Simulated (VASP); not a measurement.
Input of a VASP 6.6.1 run:

File INCAR:

```
SYSTEM = Mg
PREC = Accurate ; ENCUT = 520
EDIFF = 1E-6 ; ISMEAR = 0
SIGMA = 0.1 ; LREAL = .FALSE.
LASPH = .TRUE. ; NELM = 80
ALGO = Fast ; ISIF = 2
LWAVE = .FALSE. ; LCHARG = .FALSE.
GGA = PS ; NBANDS = 7
```

File KPOINTS:

```
Automatic mesh
0
G
  16 16 16
  0 0 0
```

Contents of POSCAR:

```
Mg
1.0
   -1.7386289939      1.7386289939      1.7414915866
    1.7386289939     -1.7386289939      1.7414915866
    1.7386289939      1.7386289939     -1.7414915866
Mg
1
Direct
    0.0000000000      0.0000000000      0.0000000000
```

Potentials or basis: VASP PAW PBE potentials, release 64 (Mg).

Command:

```bash
$ cat potpaw_PBE.64/Mg/POTCAR > POTCAR
$ mpirun -np 1 vasp_std > vasp.out
```

**Question.** What does it give for the pressure?

**Answer.** 2.7 GPa.

**Question.** What does it give for the band gap on the k mesh?

**Answer.** Zero (bands 1 and 2 overlap by 4.92 eV).

Caveat: the cell differs from its parent crystal (strained); the PAW data sets were made with another functional, which shifts forces and pressure a little.
